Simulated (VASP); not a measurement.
# Li (P6_3/mmc) in VASP: single point with PBEsol

Aim: the single point of Li with PBEsol.

Everything below comes from runs of VASP 6.6.1. Logs are shortened: lines on timing, memory, paths and dates and some standing lists are left out, and cuts for length are marked.

### 1 The cell of the first run

It takes space group P6_3/mmc (No. 194, hexagonal). Conventional cell: a = 3.052 Å, b = 3.052 Å, c = 4.999 Å, α = 90.00°, β = 90.00°, γ = 120.00°. Within 4.0 Å of Li (site symmetry -6m2) lie 12 Li at 3.05 to 3.06 Å.

### 2 Single point, PBEsol

Contents of INCAR:

```
PREC     = Accurate       # precision mode
ENCUT    = 520            # plane-wave cutoff, eV
EDIFF    = 1E-7           # SCF threshold, eV
ISMEAR   = 0              # smearing method
SIGMA    = 0.1            # smearing width, eV
LREAL    = F              # projectors in reciprocal space
LASPH    = T              # aspherical terms in the spheres
NELM     = 100            # most SCF steps
ALGO     = Fast           # electronic algorithm
ISIF     = 2              # what is computed and relaxed
LWAVE    = F              # write WAVECAR
LCHARG   = F              # write CHGCAR
GGA      = PS             # functional
NBANDS   = 10             # bands
ISYM     = 0
```

Contents of KPOINTS:

```
Automatic mesh
0
Gamma
  11 7 13
```

Contents of POSCAR:

```
Li
1.0
    3.0518541436      0.0000000000      0.0000000000
    0.0000000000      4.9991346439      0.0000000000
    1.5259270718      0.0000000000      2.6429832170
Li
2
Direct
    0.3333333333      0.7500000000      0.3333333333
    0.6666666667      0.2500000000      0.6666666667
```

Potentials or basis: VASP PAW PBE potentials, release 64 (Li_sv).

Launch:

```sh
> cat potpaw_PBE.64/Li_sv/POTCAR > POTCAR
> mpirun -np 1 vasp_std > vasp.out
```

OUTCAR:

```text
PREC = Accurate
   ENCUT = 520
   EDIFF = 1E-7
   ISMEAR = 0
   LREAL = F
   LASPH = T
   NELM = 100
   ISIF = 2
   GGA = PS
   ISYM = 0

 ion  position               nearest neighbor table
   1  0.333  0.750  0.333-
   2  0.667  0.250  0.667-

IMPORTANT INFORMATION: All symmetrisations will be switched off!
NOSYMM: (Re-)initialisation of all symmetry stuff for point group C_1.

----------------------------------------------------------------------------------------

                                     Primitive cell

  volume of cell :      40.3230

  direct lattice vectors                    reciprocal lattice vectors
     3.051854144  0.000000000  0.000000000     0.327669657  0.000000000 -0.189180165
     0.000000000  4.999134644  0.000000000     0.000000000  0.200034620  0.000000000
     1.525927072  0.000000000  2.642983217     0.000000000  0.000000000  0.378360329

  length of vectors
     3.051854144  4.999134644  3.051854144     0.378360329  0.200034620  0.378360329

  position of ions in fractional coordinates (direct lattice)
     0.333333333  0.750000000  0.333333333
     0.666666667  0.250000000  0.666666667

  ion indices of the primitive-cell ions
   primitive index   ion index
                 1           1
                 2           2

----------------------------------------------------------------------------------------

 KPOINTS: Automatic mesh

Automatic generation of k-mesh.
 Grid dimensions read from file:
 generate k-points for:   11    7   13

 Generating k-lattice:

  Cartesian coordinates                     Fractional coordinates (reciprocal lattice)
     0.029788151  0.000000000 -0.017198197     0.090909091  0.000000000 -0.000000000
     0.000000000  0.028576374  0.000000000     0.000000000  0.142857143  0.000000000
     0.000000000  0.000000000  0.029104641     0.000000000  0.000000000  0.076923077

  Length of vectors
     0.034396394  0.028576374  0.029104641

  Shift w.r.t. Gamma in fractional coordinates (k-lattice)
     0.000000000  0.000000000  0.000000000

 -----------------------------------------------------------------------------
|                                                                             |
|           W    W    AA    RRRRR   N    N  II  N    N   GGGG   !!!           |
|           W    W   A  A   R    R  NN   N  II  NN   N  G    G  !!!           |
|           W    W  A    A  R    R  N N  N  II  N N  N  G       !!!           |
|           W WW W  AAAAAA  RRRRR   N  N N  II  N  N N  G  GGG   !            |
|           WW  WW  A    A  R   R   N   NN  II  N   NN  G    G                |
|           W    W  A    A  R    R  N    N  II  N    N   GGGG   !!!           |
|                                                                             |
|     Your reciprocal lattice and k-lattice belong to different lattice       |
|     classes:                                                                |
|                                                                             |
|        The reciprocal lattice is hexagonal,                                 |
|        whereas your k-lattice is simple monoclinic.                         |
|                                                                             |
|     Results are often still useful ...                                      |
|                                                                             |
 -----------------------------------------------------------------------------

 WARNING: IBZKPT: internal override: KBLOWUP is changed to .FALSE.
      ... skipping the blow-up phase ...

 Subroutine IBZKPT returns following result:
 ===========================================

 Found    501 irreducible k-points:

 Following reciprocal coordinates:
            Coordinates               Weight
  0.000000  0.000000  0.000000      1.000000
  0.090909  0.000000 -0.000000      2.000000
  0.181818  0.000000  0.000000      2.000000
  0.272727  0.000000  0.000000      2.000000
  0.363636  0.000000  0.000000      2.000000
  0.454545  0.000000  0.000000      2.000000
[... 16 lines left out ...]
  0.454545  0.285714  0.000000      2.000000
 -0.454545  0.285714  0.000000      2.000000
 [... further k-points ...]
   k-points           NKPTS =    501   k-points in BZ     NKDIM =    501   number of bands    NBANDS=     10
   number of dos      NEDOS =    301   number of ions     NIONS =      2
   total plane-waves  NPLWV =  23040
   dimension x,y,z NGX =    24 NGY =   40 NGZ =   24
   dimension x,y,z NGXF=    48 NGYF=   80 NGZF=   48
   ions per type =               2
   NGX,Y,Z   is equivalent  to a cutoff of  13.07, 13.30, 13.07 a.u.
   NGXF,Y,Z  is equivalent  to a cutoff of  26.15, 26.60, 26.15 a.u.
 SYSTEM =  unknown system
   PREC   = accura    normal or accurate (medium, high low for compatibility)
   ISTART =      0    job   : 0-new  1-cont  2-samecut
   ICHARG =      2    charge: 1-file 2-atom 10-const
   ISPIN  =      1    spin polarized calculation?
   LNONCOLLINEAR =      F non collinear calculations
   LSORBIT =      F    spin-orbit coupling
   LASPH  =      T    aspherical Exc in radial PAW
   ENCUT  =  520.0 eV  38.22 Ry    6.18 a.u.   5.67  9.30  5.67*2*pi/ulx,y,z
   NELM   =    100;   NELMIN=  2; NELMDL= -5     # of ELM steps
   EDIFF  = 0.1E-06   stopping-criterion for ELM
   LREAL  =      F    real-space projection
   EDIFFG = 0.1E-05   stopping-criterion for IOM
   NSW    =      0    number of steps for IOM
   IBRION =     -1    ionic relax: 0-MD 1-quasi-New 2-CG
   NFREE  =      0    steps in history (QN), initial steepest desc. (CG)
   ISIF   =      2    stress and relaxation
   ISYM   =      0    0-nonsym 1-usesym 2-fastsym
   POTIM  = 0.5000    time-step for ionic-motion
   TEBEG  =    0.0;   TEEND  =   0.0 temperature during run
   PSTRESS=    0.0 pullay stress
   NELECT =       6.0000    total number of electrons
   NUPDOWN=      -1.0000    fix difference up-down
   EMIN   =  10.00;   EMAX   =-10.00  energy-range for DOS
   EFERMI =   0.00;   METHOD = LEGACY
   ISMEAR =     0;   SIGMA  =   0.10  broadening in eV -4-tet -1-fermi 0-gaus
   EFERMI_NEDOS =   21; number of points for ismear=-14 and -15
   IALGO  =     68    algorithm
   IMIX   =      4    mixing-type and parameters
     AMIX     =   0.40;   BMIX     =  1.00
     AMIX_MAG =   1.60;   BMIX_MAG =  1.00
  volume/ion in A,a.u.               =      20.16       136.06
  Fermi-wavevector in a.u.,A,eV,Ry     =   0.867510  1.639355 10.239374  0.752573
  Thomas-Fermi vector in A             =   1.986054
   LORBIT       =      0    0 simple, 1 ext, 2 COOP (PROOUT), +10 PAW based schemes
   GGA     = PS    functional components
   LHFCALC =     F    Hartree Fock is set to
   AEXX    =    0.0000 exact exchange contribution
   IVDW    =     0    specifies the selected vdW correction
   LEPSILON=     F    determine dielectric tensor
   LRPA    =     F    only Hartree local field effects (RPA)
 non-spin polarized calculation
 RMM-DIIS sequential band-by-band and
 Gauss-broadening in eV      SIGMA  =   0.10
  energy-cutoff  :      520.00
  volume of cell :       40.32
 maximum number of plane-waves:      1105
   NGX = 11   NGY = 19   NGZ = 11

 number of electron       6.0000002 magnetization

 Free energy of the ion-electron system (eV)
  ---------------------------------------------------
  ext. energy  EPLUGINS =         0.00000000
  ---------------------------------------------------
  free energy    TOTEN  =        -3.93590702 eV

  energy without entropy =       -3.93000269  energy(sigma->0) =       -3.93295486

 E-fermi :   0.6467     XC(G=0):  -7.0314

 val. band max:        0.6434857071   @ k =   0.3636  -0.4286   0.4615
 cond. band min:       0.6470817015   @ k =  -0.2727  -0.1429   0.4615
 fundamental gap:      0.0035959945
 Fermi energy:         0.6467122409

 k-point     1 :       0.0000    0.0000    0.0000
  band No.  band energies     occupation
      1     -45.2756      2.00000
      2     -45.2564      2.00000
      3      -2.9212      2.00000
      4       0.6044      1.45030
      5       3.5663      0.00000
      6      13.1928      0.00000
      7      13.1936      0.00000
      8      14.5894      0.00000
      9      14.5902      0.00000
     10      15.1356      0.00000

 k-point     2 :       0.0909    0.0000   -0.0000
  band No.  band energies     occupation
      1     -45.2742      2.00000
      2     -45.2557      2.00000
      3      -2.7893      2.00000
      4       0.7789      0.06147
      5       3.6155      0.00000
      6      11.8566      0.00000
      7      12.3214      0.00000
      8      14.5532      0.00000
      9      14.9822      0.00000
     10      15.0536      0.00000

 k-point     3 :       0.1818    0.0000    0.0000
  band No.  band energies     occupation
      1     -45.2704      2.00000
      2     -45.2539      2.00000
      3      -2.3936      2.00000
      4       1.3018      0.00000
      5       3.7384      0.00000
      6       9.5587      0.00000
      7      11.1359      0.00000
      8      13.9151      0.00000
      9      14.0211      0.00000
     10      14.6435      0.00000

 k-point     4 :       0.2727    0.0000    0.0000
  band No.  band energies     occupation
      1     -45.2653      2.00000
      2     -45.2518      2.00000
      3      -1.7345      2.00000
      4       2.1698      0.00000
      5       3.7815      0.00000
      6       7.5559      0.00000
      7      10.1747      0.00000
      8      11.6096      0.00000
      9      11.9248      0.00000
     10      14.2027      0.00000

 k-point     5 :       0.3636    0.0000    0.0000
  band No.  band energies     occupation
      1     -45.2600      2.00000
      2     -45.2503      2.00000
      3      -0.8230      2.00000
      4       3.2240      0.00000
      5       3.3727      0.00000
      6       6.6152      0.00000
      7       9.1782      0.00000
      8       9.5162      0.00000
      9      10.0846      0.00000
     10      13.6637      0.00000

 k-point     6 :       0.4545    0.0000    0.0000
  band No.  band energies     occupation
      1     -45.2566      2.00000
      2     -45.2498      2.00000
      3       0.2475      2.00000
      4       2.0385      0.00000
      5       4.8392      0.00000
      6       6.8006      0.00000
      7       7.0639      0.00000
      8       8.7745      0.00000
      9       9.1833      0.00000
     10      13.3780      0.00000
[... 183 lines left out ...]
 k-point    21 :       0.2727    0.2857    0.0000
  band No.  band energies     occupation
      1     -45.2627      2.00000
      2     -45.2543      2.00000
      3      -1.3670      2.00000
      4       0.5587      1.78681
      5       5.9770      0.00000
      6       7.9870      0.00000
      7       9.6942      0.00000
      8      10.6245      0.00000
      9      12.6233      0.00000
     10      12.8320      0.00000

 k-point    22 :       0.3636    0.2857    0.0000
  band No.  band energies     occupation
      1     -45.2583      2.00000
      2     -45.2521      2.00000
      3      -0.4646      2.00000
      4       1.3899      0.00000
      5       4.9097      0.00000
      6       6.8533      0.00000
      7       8.6013      0.00000
      8       9.9711      0.00000
      9      12.1763      0.00000
     10      12.2214      0.00000

 k-point    23 :       0.4545    0.2857    0.0000
  band No.  band energies     occupation
      1     -45.2553      2.00000
      2     -45.2510      2.00000
      3       0.5653      1.75028
      4       1.7591      0.00000
      5       4.2500      0.00000
      6       5.2614      0.00000
      7       9.3139      0.00000
      8       9.6401      0.00000
      9      10.7424      0.00000
     10      11.9068      0.00000

 k-point    24 :      -0.4545    0.2857    0.0000
  band No.  band energies     occupation
      1     -45.2553      2.00000
      2     -45.2510      2.00000
      3       0.5653      1.75028
      4       1.7591      0.00000
      5       4.2500      0.00000
      6       5.2614      0.00000
      7       9.3139      0.00000
      8       9.6401      0.00000
      9      10.7424      0.00000
     10      11.9064      0.00000

 [... further k-points ...]
[... 5 lines left out ...]
  --------------------------------------------------------------------------------------
  -------------------------------------------------------------------------------------
  Total       -0.0328706      0.0531364      0.0168419      0.0000009      0.0000036     -0.0119217
  in kB       -1.3060660      2.1112979      0.6691897      0.0000342      0.0001425     -0.4736915
  external PRESSURE =       0.4914739 kB  Pullay stress =       0.0000000 kB

 VOLUME and BASIS-vectors are now :
 -----------------------------------------------------------------------------
  energy-cutoff  :      520.00
  volume of cell :       40.32
      direct lattice vectors                 reciprocal lattice vectors
     3.051854144  0.000000000  0.000000000     0.327669657  0.000000000 -0.189180165
     0.000000000  4.999134644  0.000000000     0.000000000  0.200034620  0.000000000
     1.525927072  0.000000000  2.642983217     0.000000000  0.000000000  0.378360329

 POSITION                                       TOTAL-FORCE (eV/Angst)
 -----------------------------------------------------------------------------------
      1.52593      3.74935      0.88099         0.001244      0.000002      0.001085
      3.05185      1.24978      1.76199        -0.001244     -0.000002     -0.001085
 -----------------------------------------------------------------------------------
    total drift:                               -0.000002      0.000001      0.000000

  FREE ENERGIE OF THE ION-ELECTRON SYSTEM (eV)
  ---------------------------------------------------
  free  energy   TOTEN  =        -3.9359070246 eV

  energy  without entropy=       -3.9300026906  energy(sigma->0) =       -3.93295486
```

Wall time 82 s (1 thread of Intel Xeon 6975P-C (Granite Rapids), shared host); peak memory 0.26 GiB.

Results:

```
Free energy            : -3.9359 eV
Band gap on the k mesh : zero (band 3 reaches 2.52 eV, above the bottom of band 4 at -1.48 eV)
```

Levels at points of the mesh, in eV from the Fermi level:
| k point | band 1 | band 2 | band 3 | band 4 | band 5 | band 6 |
| --- | --- | --- | --- | --- | --- | --- |
| (0.00, 0.00, 0.00) | -45.92 | -45.90 | -3.57 | -0.04 | 2.92 | 12.55 |

Caveat: the cutoff is under 1.25 times the usual one of these potentials, so pressure, stress and relaxed cells hold a basis-set (Pulay) error; the PAW data sets were made with another functional, which shifts forces and pressure a little.
